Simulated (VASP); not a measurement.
# NdZrS2 (P-6m2) in VASP: further runs

Runs on NdZrS2. Level: PBE. Tasks: single point.

Everything below comes from runs of VASP 6.6.1. Logs are shortened: lines on timing, memory, paths and dates and some standing lists are left out, and cuts for length are marked.

**1. The cell of the first run**

Symmetry: P-6m2, No. 187, hexagonal system. The conventional cell has a = 3.449 Å, b = 3.449 Å, c = 7.111 Å, α = 90.00°, β = 90.00°, γ = 120.00°. Within 3.7 Å of Nd (site symmetry -6m2) lie 6 S at 2.79 Å and 6 Nd at 3.45 Å and 2 Zr at 3.56 Å. Within 3.6 Å of Zr (site symmetry -6m2) lie 6 S at 2.56 Å and 6 Zr at 3.45 Å and 2 Nd at 3.56 Å. S (site symmetry 3m) has 3 Zr at 2.56 Å and 3 Nd at 2.79 Å and 7 S at 3.21 to 3.45 Å within 3.5 Å.

**2. Single point, PBE (18.31 Å³/atom)**

File INCAR:

```
SYSTEM = NdZrS2
ALGO = Normal
EDIFF = 1E-6
ENCUT = 500
GGA = PE
GGA_COMPAT = .False.
ISIF = 2
ISMEAR = 0
LASPH = .True.
LCHARG = .False.
LMAXMIX = 6
LREAL = .False.
LWAVE = .False.
NBANDS = 26
NELM = 200
PREC = Accurate
SIGMA = 0.1
```

File KPOINTS:

```
k-points
0
Gamma
  12 12 6
  0 0 0
```

File POSCAR:

```
NdZrS2
1.0
    3.4487833929      0.0000000000      0.0000000000
   -1.7243916965      2.9867340304      0.0000000000
    0.0000000000      0.0000000000      7.1109611427
Nd Zr S
1 1 2
Direct
    0.6666666667      0.3333333333      0.5000000000
    0.6666666667      0.3333333333      0.0000000000
    0.3333333333      0.6666666667      0.2257089902
    0.3333333333      0.6666666667      0.7742910098
```

Potentials or basis: VASP PAW PBE potentials, release 64 (Nd_3, Zr_sv, S), 4f in core.

On the command line:

```console
cat potpaw_PBE.64/Nd_3/POTCAR potpaw_PBE.64/Zr_sv/POTCAR potpaw_PBE.64/S/POTCAR > POTCAR
mpirun -np 1 vasp_std > vasp.out
```

OUTCAR:

```text
SYSTEM = NdZrS2
   EDIFF = 1E-6
   ENCUT = 500
   GGA = PE
   ISIF = 2
   ISMEAR = 0
   LASPH = .True.
   LREAL = .False.
   NELM = 200
   PREC = Accurate

 ion  position               nearest neighbor table
   1  0.667  0.333  0.500-   3 2.79   4 2.79   3 2.79   4 2.79   3 2.79   4 2.79   2 3.56   2 3.56

   2  0.667  0.333  0.000-   3 2.56   4 2.56   3 2.56   4 2.56   3 2.56   4 2.56   1 3.56   1 3.56

   3  0.333  0.667  0.226-   2 2.56   2 2.56   2 2.56   1 2.79   1 2.79   1 2.79
   4  0.333  0.667  0.774-   2 2.56   2 2.56   2 2.56   1 2.79   1 2.79   1 2.79

  LATTYP: Found a hexagonal cell.
 ALAT       =     3.4487833929
 C/A-ratio  =     2.0618752565

  Lattice vectors:

 A1 = (   3.4487833929,   0.0000000000,   0.0000000000)
 A2 = (  -1.7243916965,   2.9867340304,   0.0000000000)
 A3 = (   0.0000000000,   0.0000000000,   7.1109611427)

Analysis of symmetry for initial positions (statically):
=====================================================================
 Subroutine PRICEL returns:
 Original cell was already a primitive cell.

 Routine SETGRP: Setting up the symmetry group for a
 hexagonal supercell.

 Subroutine GETGRP returns: Found 12 space group operations
 (whereof 12 operations were pure point group operations)
 out of a pool of 24 trial point group operations.

The static configuration has the point symmetry D_3h.

Analysis of symmetry for dynamics (positions and initial velocities):
=====================================================================
 Subroutine PRICEL returns:
 Original cell was already a primitive cell.

 Routine SETGRP: Setting up the symmetry group for a
 hexagonal supercell.

 Subroutine GETGRP returns: Found 12 space group operations
 (whereof 12 operations were pure point group operations)
 out of a pool of 24 trial point group operations.

The dynamic configuration has the point symmetry D_3h.

 Subroutine INISYM returns: Found 12 space group operations
 (whereof 12 operations are pure point group operations),
 and found     1 'primitive' translations

----------------------------------------------------------------------------------------

                                     Primitive cell

  volume of cell :      73.2472

  direct lattice vectors                    reciprocal lattice vectors
     3.448783393  0.000000000  0.000000000     0.289957323  0.167406938  0.000000000
    -1.724391696  2.986734030  0.000000000     0.000000000  0.334813877  0.000000000
     0.000000000  0.000000000  7.110961143     0.000000000  0.000000000  0.140627966

  length of vectors
     3.448783393  3.448783393  7.110961143     0.334813877  0.334813877  0.140627966

  position of ions in fractional coordinates (direct lattice)
     0.666666667  0.333333333  0.500000000
     0.666666667  0.333333333  0.000000000
     0.333333333  0.666666667  0.225708990
     0.333333333  0.666666667  0.774291010

  ion indices of the primitive-cell ions
   primitive index   ion index
                 1           1
                 2           2
                 3           3
                 4           4

----------------------------------------------------------------------------------------

 KPOINTS: k-points

Automatic generation of k-mesh.
 Grid dimensions read from file:
 generate k-points for:   12   12    6

 Generating k-lattice:

  Cartesian coordinates                     Fractional coordinates (reciprocal lattice)
     0.024163110  0.013950578  0.000000000     0.083333333  0.000000000  0.000000000
     0.000000000  0.027901156  0.000000000     0.000000000  0.083333333  0.000000000
     0.000000000  0.000000000  0.023437994     0.000000000  0.000000000  0.166666667

  Length of vectors
     0.027901156  0.027901156  0.023437994

  Shift w.r.t. Gamma in fractional coordinates (k-lattice)
     0.000000000  0.000000000  0.000000000

 Subroutine IBZKPT returns following result:
 ===========================================

 Found     76 irreducible k-points:

 Following reciprocal coordinates:
            Coordinates               Weight
  0.000000  0.000000  0.000000      1.000000
  0.083333 -0.000000  0.000000      6.000000
  0.166667 -0.000000  0.000000      6.000000
  0.250000  0.000000  0.000000      6.000000
  0.333333 -0.000000  0.000000      6.000000
  0.416667 -0.000000  0.000000      6.000000
[... 16 lines left out ...]
  0.250000  0.000000  0.166667     12.000000
  0.333333 -0.000000  0.166667     12.000000
 [... further k-points ...]
   k-points           NKPTS =     76   k-points in BZ     NKDIM =     76   number of bands    NBANDS=     26
   number of dos      NEDOS =    301   number of ions     NIONS =      4
   total plane-waves  NPLWV =  42336
   dimension x,y,z NGX =    28 NGY =   28 NGZ =   54
   dimension x,y,z NGXF=    56 NGYF=   56 NGZF=  108
   ions per type =               1   1   2
   NGX,Y,Z   is equivalent  to a cutoff of  13.50, 13.50, 12.62 a.u.
   NGXF,Y,Z  is equivalent  to a cutoff of  26.99, 26.99, 25.25 a.u.
 SYSTEM =  NdZrS2
   PREC   = accura    normal or accurate (medium, high low for compatibility)
   ISTART =      0    job   : 0-new  1-cont  2-samecut
   ICHARG =      2    charge: 1-file 2-atom 10-const
   ISPIN  =      1    spin polarized calculation?
   LNONCOLLINEAR =      F non collinear calculations
   LSORBIT =      F    spin-orbit coupling
   LASPH  =      T    aspherical Exc in radial PAW
   ENCUT  =  500.0 eV  36.75 Ry    6.06 a.u.   6.29  6.29 12.96*2*pi/ulx,y,z
   NELM   =    200;   NELMIN=  2; NELMDL= -5     # of ELM steps
   EDIFF  = 0.1E-05   stopping-criterion for ELM
   LREAL  =      F    real-space projection
[... 7 lines left out ...]
   TEBEG  =    0.0;   TEEND  =   0.0 temperature during run
   PSTRESS=    0.0 pullay stress
   NELECT =      35.0000    total number of electrons
   NUPDOWN=      -1.0000    fix difference up-down
   EMIN   =  10.00;   EMAX   =-10.00  energy-range for DOS
   EFERMI =   0.00;   METHOD = LEGACY
   ISMEAR =     0;   SIGMA  =   0.10  broadening in eV -4-tet -1-fermi 0-gaus
   EFERMI_NEDOS =   21; number of points for ismear=-14 and -15
   IALGO  =     38    algorithm
   IMIX   =      4    mixing-type and parameters
     AMIX     =   0.40;   BMIX     =  1.00
     AMIX_MAG =   1.60;   BMIX_MAG =  1.00
  volume/ion in A,a.u.               =      18.31       123.57
  Fermi-wavevector in a.u.,A,eV,Ry     =   1.279874  2.418611 22.287401  1.638078
  Thomas-Fermi vector in A             =   2.412334
   LORBIT       =      0    0 simple, 1 ext, 2 COOP (PROOUT), +10 PAW based schemes
   GGA     = PE    functional components
   LHFCALC =     F    Hartree Fock is set to
   AEXX    =    0.0000 exact exchange contribution
   IVDW    =     0    specifies the selected vdW correction
   LEPSILON=     F    determine dielectric tensor
   LRPA    =     F    only Hartree local field effects (RPA)
 non-spin polarized calculation
 Gauss-broadening in eV      SIGMA  =   0.10
  energy-cutoff  :      500.00
  volume of cell :       73.25
 maximum number of plane-waves:      1885
 NGX is ok and might be reduce to    28
   NGX = 13   NGY = 13   NGZ = 25

 number of electron      35.0000000 magnetization

 Free energy of the ion-electron system (eV)
  ---------------------------------------------------
  ext. energy  EPLUGINS =         0.00000000
  ---------------------------------------------------
  free energy    TOTEN  =       -27.75619490 eV

  energy without entropy =      -27.74322212  energy(sigma->0) =      -27.74970851

 E-fermi :   8.6988     XC(G=0): -11.3868

 val. band max:        8.6893848374   @ k =   0.4167  -0.0000   0.0000
 cond. band min:       8.7051177293   @ k =   0.3333   0.3333   0.5000
 fundamental gap:      0.0157328919
 Fermi energy:         8.6987542688

 k-point     1 :       0.0000    0.0000    0.0000
  band No.  band energies     occupation
      1     -40.2275      2.00000
      2     -28.9660      2.00000
      3     -18.5054      2.00000
      4     -18.1399      2.00000
      5     -18.1399      2.00000
      6     -10.8028      2.00000
[... 18 lines left out ...]
     25      12.1419      0.00000
     26      12.7046      0.00000

 k-point     2 :       0.0833   -0.0000    0.0000
  band No.  band energies     occupation
      1     -40.2245      2.00000
      2     -28.9535      2.00000
      3     -18.4970      2.00000
      4     -18.1739      2.00000
      5     -18.1470      2.00000
      6     -10.7675      2.00000
[... 18 lines left out ...]
     25      12.1504      0.00000
     26      12.7391      0.00000

 k-point     3 :       0.1667   -0.0000    0.0000
  band No.  band energies     occupation
      1     -40.2165      2.00000
      2     -28.9191      2.00000
      3     -18.4739      2.00000
      4     -18.2657      2.00000
      5     -18.1663      2.00000
      6     -10.6682      2.00000
[... 18 lines left out ...]
     25      12.8970      0.00000
     26      12.8979      0.00000

 k-point     4 :       0.2500    0.0000    0.0000
  band No.  band energies     occupation
      1     -40.2056      2.00000
      2     -28.8717      2.00000
      3     -18.4422      2.00000
      4     -18.3881      2.00000
      5     -18.1926      2.00000
      6     -10.5246      2.00000
[... 18 lines left out ...]
     25      13.0030      0.00000
     26      13.5731      0.00000
[... 496 lines left out ...]
      1     -40.2165      2.00000
      2     -28.9192      2.00000
      3     -18.4725      2.00000
      4     -18.2657      2.00000
      5     -18.1663      2.00000
      6     -10.6839      2.00000
[... 18 lines left out ...]
     25      12.7368      0.00000
     26      13.2990      0.00000

 k-point    23 :       0.2500    0.0000    0.1667
  band No.  band energies     occupation
      1     -40.2056      2.00000
      2     -28.8717      2.00000
      3     -18.4410      2.00000
      4     -18.3881      2.00000
      5     -18.1926      2.00000
      6     -10.5367      2.00000
[... 18 lines left out ...]
     25      13.0022      0.00000
     26      13.7369      0.00000

 k-point    24 :       0.3333   -0.0000    0.1667
  band No.  band energies     occupation
      1     -40.1946      2.00000
      2     -28.8236      2.00000
      3     -18.5073      2.00000
      4     -18.4092      2.00000
      5     -18.2187      2.00000
      6     -10.8404      2.00000
[... 18 lines left out ...]
     25      13.5657      0.00000
     26      14.5105      0.00000

 [... further k-points ...]
[... 5 lines left out ...]
  --------------------------------------------------------------------------------------
  -------------------------------------------------------------------------------------
  Total        7.6274899      7.6274899      7.7086689     -0.0000000      0.0000000      0.0000000
  in kB      166.8404874    166.8404874    168.6161627     -0.0000000      0.0000000      0.0000000
  external PRESSURE =     167.4323792 kB  Pullay stress =       0.0000000 kB

 VOLUME and BASIS-vectors are now :
 -----------------------------------------------------------------------------
  energy-cutoff  :      500.00
  volume of cell :       73.25
      direct lattice vectors                 reciprocal lattice vectors
     3.448783393  0.000000000  0.000000000     0.289957323  0.167406938  0.000000000
    -1.724391696  2.986734030  0.000000000     0.000000000  0.334813877  0.000000000
     0.000000000  0.000000000  7.110961143     0.000000000  0.000000000  0.140627966

 POSITION                                       TOTAL-FORCE (eV/Angst)
 -----------------------------------------------------------------------------------
      1.72439      0.99558      3.55548        -0.000000      0.000000      0.000000
      1.72439      0.99558      0.00000        -0.000000      0.000000      0.000000
     -0.00000      1.99116      1.60501         0.000000     -0.000000      0.001373
     -0.00000      1.99116      5.50595         0.000000     -0.000000     -0.001373
 -----------------------------------------------------------------------------------
    total drift:                               -0.000000      0.000000      0.000000

  FREE ENERGIE OF THE ION-ELECTRON SYSTEM (eV)
  ---------------------------------------------------
  free  energy   TOTEN  =       -27.7561949010 eV

  energy  without entropy=      -27.7432221231  energy(sigma->0) =      -27.74970851
```

Wall time 97 s (1 thread of AMD EPYC 9R45 (Zen 5), shared host); peak memory 0.26 GiB.

Results:

| Quantity | Value |
| --- | --- |
| Free energy | -27.7562 eV |
| Pressure | 16.7 GPa |
| Band gap on the k mesh | zero (an odd number of electrons rules out a gap without spin polarisation) |

Levels at points of the mesh, in eV from the Fermi level:
| k point | band 16 | band 17 | band 18 | band 19 | band 20 | band 21 |
| --- | --- | --- | --- | --- | --- | --- |
| (0.00, 0.00, 0.00) | -2.68 | -2.24 | 0.69 | 0.69 | 2.22 | 2.29 |
| (0.50, 0.00, 0.00) | -2.89 | -1.91 | 0.18 | 2.34 | 3.38 | 3.61 |
| (0.00, 0.00, 0.50) | -3.01 | -0.02 | 0.28 | 0.97 | 0.97 | 1.29 |
| (0.50, 0.00, 0.50) | -3.62 | -0.78 | -0.39 | 2.07 | 2.33 | 3.16 |

Caveat: the cell stands under pressure; spin-orbit coupling is left out, which moves the levels of the heavy elements; the 4f electrons are frozen in the core, so they carry no moment and show no levels; an odd number of electrons without spin polarisation forces a metal; a magnetic or distorted state may lie lower; the run has no spin polarisation, though such a crystal can be magnetic. Spin polarisation is off, so any magnetic state and its effect on volume and gap are missing.

**3. Single point, PBE (18.94 Å³/atom)**

This run uses another cell than the first one, of 18.94 Å³/atom.

File INCAR:

```
  PREC = Accurate
  ENCUT = 500
  EDIFF = 1E-6
  ISMEAR = 0
  SIGMA = 0.1
  LREAL = False
  LASPH = True
  NELM = 200
  ALGO = Normal
  ISIF = 2
  LWAVE = False
  LCHARG = False
  GGA = PE
  NBANDS = 26
  GGA_COMPAT = False
  LMAXMIX = 6
```

File KPOINTS:

```
Automatic mesh
0
Gamma
  12 12 6
```

File POSCAR:

```
NdZrS2
1.0
    3.4954584913      0.0000000000      0.0000000000
   -1.7477292457      3.0271558514      0.0000000000
    0.0000000000      0.0000000000      7.1583110246
Nd Zr S
1 1 2
Direct
    0.6666666667      0.3333333333      0.5000000000
    0.6666666667      0.3333333333      0.0000000000
    0.3333333333      0.6666666667      0.2250835180
    0.3333333333      0.6666666667      0.7749164820
```

Potentials or basis: VASP PAW PBE potentials, release 64 (Nd_3, Zr_sv, S), 4f in core.

On the command line:

```console
cat potpaw_PBE.64/Nd_3/POTCAR potpaw_PBE.64/Zr_sv/POTCAR potpaw_PBE.64/S/POTCAR > POTCAR
mpirun -np 1 vasp_std > vasp.out
```

It took 98 s on 1 thread of AMD EPYC 9R45 (Zen 5), shared host; peak memory 0.26 GiB.

It converged, with:

```
Free energy            : -27.9764 eV
Pressure               : 11.6 GPa
Band gap on the k mesh : zero (an odd number of electrons rules out a gap without spin polarisation)
```

Stress tensor (GPa, compression positive):
```
11.51  0.00  0.00
 0.00 11.51  0.00
 0.00  0.00 11.65
```

Levels at points of the mesh, in eV from the Fermi level:
| k point | band 16 | band 17 | band 18 | band 19 | band 20 | band 21 |
| --- | --- | --- | --- | --- | --- | --- |
| (0.00, 0.00, 0.00) | -2.69 | -2.14 | 0.69 | 0.69 | 2.13 | 2.21 |
| (0.50, 0.00, 0.00) | -2.93 | -1.81 | 0.14 | 2.30 | 3.25 | 3.42 |
| (0.00, 0.00, 0.50) | -3.02 | 0.02 | 0.31 | 0.96 | 0.96 | 1.26 |
| (0.50, 0.00, 0.50) | -3.61 | -0.74 | -0.36 | 2.04 | 2.26 | 3.01 |

Caveat: the cell stands under pressure; spin-orbit coupling is left out, which moves the levels of the heavy elements; the 4f electrons are frozen in the core, so they carry no moment and show no levels; an odd number of electrons without spin polarisation forces a metal; a magnetic or distorted state may lie lower; the run has no spin polarisation, though such a crystal can be magnetic. With open d or f shells a metallic result of PBE can be an artefact of self-interaction; +U or a hybrid may open a gap.

**4. Single point, PBE (19.56 Å³/atom)**

This run uses another cell than the first one, of 19.56 Å³/atom.

File INCAR:

```
SYSTEM = NdZrS2
PREC = Accurate
ENCUT = 500
EDIFF = 1E-6
ISMEAR = 0
SIGMA = 0.1
LREAL = .False.
LASPH = .True.
NELM = 200
ALGO = Normal
ISIF = 2
LWAVE = .False.
LCHARG = .False.
GGA = PE
NBANDS = 26
GGA_COMPAT = .False.
LMAXMIX = 6
```

File KPOINTS:

```
regular mesh
0
Gamma
  12 12 6
  0 0 0
```

File POSCAR:

```
NdZrS2
1.0
    3.5404609293      0.0000000000      0.0000000000
   -1.7702304646      3.0661291059      0.0000000000
    0.0000000000      0.0000000000      7.2075176053
Nd Zr S
1 1 2
Direct
    0.6666666667      0.3333333333      0.5000000000
    0.6666666667      0.3333333333      0.0000000000
    0.3333333333      0.6666666667      0.2244296703
    0.3333333333      0.6666666667      0.7755703297
```

On the command line:

```console
cat potpaw_PBE.64/Nd_3/POTCAR potpaw_PBE.64/Zr_sv/POTCAR potpaw_PBE.64/S/POTCAR > POTCAR
mpirun -np 1 vasp_std > vasp.out
```

Wall time 2 min (1 thread of AMD EPYC 9R45 (Zen 5), shared host); peak memory 0.27 GiB.

Results (log left out):

* Free energy: -28.1215 eV
* Pressure: 7.1 GPa
* Band gap on the k mesh: zero (an odd number of electrons rules out a gap without spin polarisation)

Stress tensor (GPa, compression positive):
```
7.07 0.00 0.00
0.00 7.07 0.00
0.00 0.00 7.17
```

Levels at points of the mesh, in eV from the Fermi level:
```csv
k point,band 14,band 15,band 16,band 17,band 18,band 19,band 20,band 21
"(0.00, 0.00, 0.00)",-3.01,-3.01,-2.69,-2.05,0.70,0.70,2.01,2.14
"(0.50, 0.00, 0.00)",-4.34,-4.17,-2.97,-1.71,0.11,2.27,3.13,3.25
"(0.00, 0.00, 0.50)",-3.41,-3.02,-3.02,0.05,0.34,0.94,0.94,1.23
"(0.50, 0.00, 0.50)",-3.92,-3.89,-3.59,-0.69,-0.34,2.00,2.19,2.87
```

Caveat: the cell stands under pressure; spin-orbit coupling is left out, which moves the levels of the heavy elements; the 4f electrons are frozen in the core, so they carry no moment and show no levels; an odd number of electrons without spin polarisation forces a metal; a magnetic or distorted state may lie lower; the run has no spin polarisation, though such a crystal can be magnetic. Spin polarisation is off, so any magnetic state and its effect on volume and gap are missing.

**5. The runs side by side**

```csv
cell,gap on the mesh (eV),pressure (GPa)
"a = 3.449, b = 3.449, c = 7.111 Å, angles 90.0, 90.0, 120.0°, 4 atoms, atomic positions A",none,16.7
"a = 3.495, b = 3.495, c = 7.158 Å, angles 90.0, 90.0, 120.0°, 4 atoms, atomic positions B",none,11.6
"a = 3.540, b = 3.540, c = 7.208 Å, angles 90.0, 90.0, 120.0°, 4 atoms, atomic positions C",none,7.1
```

Alike in all rows: task single point; level PBE; potentials or basis VASP PAW PBE potentials, release 64 (Nd_3, Zr_sv, S), 4f in core; no spin polarisation; k mesh 12 × 12 × 6; cutoff (eV) 500; smearing gaussian 0.1 eV.

Caveats: the cell stands under pressure; spin-orbit coupling is left out, which moves the levels of the heavy elements; the 4f electrons are frozen in the core, so they carry no moment and show no levels; an odd number of electrons without spin polarisation forces a metal; a magnetic or distorted state may lie lower; the run has no spin polarisation, though such a crystal can be magnetic.

Total energies depend on the potentials used, so only differences within one code and one set of settings carry meaning.

The gap in the log of VASP goes by the Fermi energy; the results here count the filled bands.